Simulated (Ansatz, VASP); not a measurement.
PbO2: VASP beside Ansatz

Contents of INCAR:

```
PREC = Accurate
ENCUT = 520
EDIFF = 1E-7
ISMEAR = -1
SIGMA = 0.025
LREAL = F
LASPH = T
NELM = 80
ALGO = Normal
ISIF = 2
LWAVE = F
LCHARG = F
GGA = B5
ALDAX = 1.0
AGGAX = 1.0
AGGAC = 1.0
ALDAC = 0.0
IVDW = 13
VDW_S6 = 1.0
VDW_S8 = 2.34076671
VDW_A1 = 0.44488865
VDW_A2 = 4.0933009
NBANDS = 20
```

KPOINTS

```
Automatic mesh
0
Gamma
  9 9 9
```

Contents of POSCAR:

```
PbO2
1.0
    0.0000000000      2.6838572791      2.6838572791
    2.6838572791      0.0000000000      2.6838572791
    2.6838572791      2.6838572791      0.0000000000
Pb O
1 2
Direct
    0.0000000000      0.0000000000      0.0000000000
    0.7500000000      0.7500000000      0.7500000000
    0.2500000000      0.2500000000      0.2500000000
```

input.yaml

```yaml
crystal:
  lattice:
    - [0.0, 2.6838572791, 2.6838572791]
    - [2.6838572791, 0.0, 2.6838572791]
    - [2.6838572791, 2.6838572791, 0.0]
  atoms:
    - { symbol: Pb, position: [0.0, 0.0, 0.0] }
    - { symbol: O, position: [0.75, 0.75, 0.75] }
    - { symbol: O, position: [0.25, 0.25, 0.25] }
hamiltonian:
  xc: blyp
  pseudopotentials: { kind: paw, xc_functional: lda, accuracy: standard }
  dispersion: d4
kpoints:
  mp_grid: { grid: [9, 9, 9] }
scf:
  occupations: { method: fermi_dirac, width: 0.025 }
output:
  forces: true
  stress: true
  eigenvalues: true
```

Alike in both runs: task single point; functional BLYP; dispersion D4; k mesh 9 × 9 × 9; occupations fermi-dirac, width 0.025 eV; no spin polarisation.

|  | VASP | Ansatz |
| --- | --- | --- |
| version | VASP 6.6.1 | Ansatz 0.2.0 |
| potentials or method | VASP PAW PBE potentials, release 64 (Pb_d, O) | JTH PAW LDA |
| plane-wave cutoff (eV) | 520 | 1800 |
| valence electrons in the cell | 26 | 26 |

Ansatz gave:

| Property | Result |
| --- | --- |
| gap on the k mesh at the Fermi level (eV) | none |
| pressure (GPa) | 3.3 |

Q: Estimate VASP's values.

A: gap on the k mesh at the Fermi level (eV): none; pressure (GPa): 3.8.

VASP's potentials were made for PBE, not for BLYP. A gap of «none» marks a metal or a gap that the smearing closes.

Neither program's run includes spin-orbit coupling.
